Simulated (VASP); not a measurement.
A run of VASP 6.6.1 is set up as follows.

Contents of INCAR:

```
PREC     = Accurate       # precision mode
ENCUT    = 520            # plane-wave cutoff, eV
EDIFF    = 1E-8           # SCF threshold, eV
ISMEAR   = -1             # smearing method
SIGMA    = 0.05           # smearing width, eV
LREAL    = False          # projectors in reciprocal space
LASPH    = True           # aspherical terms in the spheres
NELM     = 80             # most SCF steps
ALGO     = Normal         # electronic algorithm
ISIF     = 2              # what is computed and relaxed
LWAVE    = False          # write WAVECAR
LCHARG   = False          # write CHGCAR
GGA      = PS             # functional
LEFG     = True         
NBANDS   = 12             # bands
```

KPOINTS

```
regular mesh
0
Gamma
  12 12 7
```

File POSCAR:

```
Sb
1.0
    3.3690001795     -0.0336900018     -0.0336900018
   -1.7136764872      2.9344847417     -0.0123313965
   -0.0533000000     -0.0533000000      5.3300000000
Sb
2
Direct
    0.3333333333      0.6666666667      0.2500000000
    0.6666666667      0.3333333333      0.7500000000
```

Potentials or basis: VASP PAW PBE potentials, release 64 (Sb).

The run is started by

```bash
$ cat potpaw_PBE.64/Sb/POTCAR > POTCAR
$ mpirun -np 1 vasp_std > vasp.out
```

(1) Estimate the band gap on the k mesh.

(2) Predict the pressure.

(3) Predict the largest force.

## Answers

(1) zero (bands 5 and 6 overlap by 6.82 eV).

(2) -0.1 GPa.

(3) 0.030 eV/Å.

Caveat: the cell differs from its parent crystal (equal xy, yz and zx shear strains of -2 %); without QUAD_EFG the Cq values of the log hold for a quadrupole moment of 1 mb, not for the nuclei; the PAW data sets were made with another functional, which shifts forces and pressure a little; spin-orbit coupling is left out, which moves the levels of the heavy elements.
